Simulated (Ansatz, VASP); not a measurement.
**One calculation of Y, two programs**

```
Y
1.0
    -1.55201    1.55201    1.55201
     1.55201   -1.55201    1.55201
     1.55201    1.55201   -1.55201
Y
1
Direct
  0.00000 0.00000 0.00000
```

Change from the starting cell: volume scaled by 0.5, LAPW.

Alike in both runs: task single point; functional LDA; k mesh 14 × 14 × 14; occupations fermi-dirac, width 0.05 eV; no spin polarisation.

```csv
,VASP,Ansatz
version,VASP 6.6.1,Ansatz 0.2.0
potentials or method,"VASP PAW LDA potentials, release 64 (Y_sv), cutoff 520 eV","all-electron LAPW, scalar-relativistic"
```

|  | VASP | Ansatz | Ansatz less VASP |
| --- | --- | --- | --- |
| pressure (GPa) | 84.3 | 84.1 | -0.22 |

LDA's correlation is that of Perdew and Zunger in VASP and of Perdew and Wang (1992) in Ansatz. Both programs put the cell under a high pressure, so it lies far from rest at this level. Ansatz ran all-electron here, and VASP with PAW potentials.

Noted on VASP's run: the cell as given lies far from equilibrium.
